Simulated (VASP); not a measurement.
YbCr2Ge2, 5 atoms in the cell. It takes space group I4/mmm (No. 139, tetragonal). The conventional cell has a = 3.965 Å, b = 3.965 Å, c = 11.175 Å, α = 90.00°, β = 90.00°, γ = 90.00°. Ge (site symmetry 4mm) has 4 Cr at 2.50 Å and 1 Ge at 2.54 Å and 4 Yb at 3.08 Å within 3.3 Å. Within 3.5 Å of Cr (site symmetry -4m2) lie 4 Ge at 2.50 Å and 4 Cr at 2.80 Å and 4 Yb at 3.43 Å. Yb (site symmetry 4/mmm) has 8 Ge at 3.08 Å and 8 Cr at 3.43 Å and 4 Yb at 3.97 Å within 4.1 Å. 

```yaml
Program: VASP 6.6.1
Task: single point
Functional: PBE
Potentials_or_basis: VASP PAW PBE potentials, release 64 (Ge_d, Cr_pv, Yb)
Cutoff: 520 eV
k_mesh: 5 × 5 × 5
Occupations: fermi-dirac, width 0.1 eV
Spin: collinear spin, antiferromagnetic start
Starting_moments: "[0.0, 0.0, -2.2, 2.2, 0.0] μB"
Dipole_correction: no
Further_INCAR_settings: ALGO = Normal; EDIFF = 1e-06; NBANDS = 50
```

Potentials or basis: VASP PAW PBE potentials, release 64 (Ge_d, Cr_pv, Yb).

Command:

```sh
$ cat potpaw_PBE.64/Ge_d/POTCAR potpaw_PBE.64/Cr_pv/POTCAR potpaw_PBE.64/Yb/POTCAR > POTCAR
$ mpirun -np 1 vasp_std > vasp.out
```

Hardware: 1 thread of Intel(R) Xeon(R) 6975P-C (Granite Rapids), with other jobs on the host.

Question: How long does it take, and how much memory?

Answer: Wall time 11 min on 1 thread of Intel(R) Xeon(R) 6975P-C (Granite Rapids) (shared host), peak memory 0.33 GiB. Counts: scf iterations 85, k points 18.
